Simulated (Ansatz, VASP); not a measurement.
## One calculation of Sn4Se3, two programs

```
Sn Se
1.0
     4.20411    0.00000    0.00000
    -2.10205    3.64087    0.00000
     0.00000    0.00000   25.29792
Sn Se
4 3
Direct
  0.66667 0.33333 0.29630
  0.33333 0.66667 0.43233
  0.00000 0.00000 0.56767
  0.66667 0.33333 0.70370
  0.00000 0.00000 0.35825
  0.66667 0.33333 0.50000
  0.33333 0.66667 0.64175
```

Alike in both runs: functional PBEsol; k mesh 9 × 9 × 1; occupations gaussian, width 0.05 eV; no spin polarisation.

Ansatz relaxed the structure, and its values are those at the end. VASP's run is a single point on that final structure, the one shown.

```csv
,VASP,Ansatz
version,VASP 6.6.1,Ansatz 0.2.0
potentials or method,"VASP PAW PBE potentials, release 64 (Sn_d, Se), cutoff 520 eV","scalar-relativistic, plane waves, PAW"
valence electrons in the cell,74,104
```

|  | VASP | Ansatz | Ansatz less VASP |
| --- | --- | --- | --- |
| gap on the k mesh at the Fermi level (eV) | none | none | - |
| rms of the force components (eV/Å) | 0.011 | 0.007 | -0.0040 |
| work function, face that differs most (eV) | 3.64 | 3.63 | -0.005 |

VASP's potentials were made for PBE, not for PBEsol. A gap of «none» marks a metal or a gap that the smearing closes. VASP's potentials hold 74 valence electrons a cell and Ansatz's 104, so a difference there can come from the potentials and not from the codes. Ansatz's warnings: xc potential rough in thin density.
